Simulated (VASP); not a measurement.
A run of VASP 6.6.1 is set up as follows.

File INCAR:

```
SYSTEM = GaN
  ALGO = Normal
  EDIFF = 1E-7
  ENCUT = 520
  GGA = PE
  ISIF = 2
  ISMEAR = 0
  LASPH = .TRUE.
  LCHARG = .TRUE.
  LELF = .TRUE.
  LREAL = .FALSE.
  LVHAR = .TRUE.
  LWAVE = .FALSE.
  NBANDS = 16
  NELM = 60
  PREC = Accurate
  SIGMA = 0.05
```

The input KPOINTS:

```
k-points
0
G
  10 10 10
  0 0 0
```

POSCAR

```
GaN
1.0
    0.0000000000      2.2535006075      2.3098381227
    2.2535006075      0.0000000000      2.3098381227
    2.2535006075      2.2535006075      0.0000000000
Ga N
1 1
Direct
    0.0000000000      0.0000000000      0.0000000000
    0.7500000000      0.7500000000      0.7500000000
```

Potentials or basis: VASP PAW PBE potentials, release 64 (Ga_d, N).

Run with:

```sh
$ cat potpaw_PBE.64/Ga_d/POTCAR potpaw_PBE.64/N/POTCAR > POTCAR
$ mpirun -np 1 vasp_std > vasp.out
```

(1) What does it give for the pressure?

(2) What does it give for the band gap on the k mesh?

Answers

(1) 0.5 GPa.

(2) 1.52 eV, direct.

Caveat: the cell differs from its parent crystal (strain +0.0250 x Voigt [0, 0, 1, 0, 0, 0]).
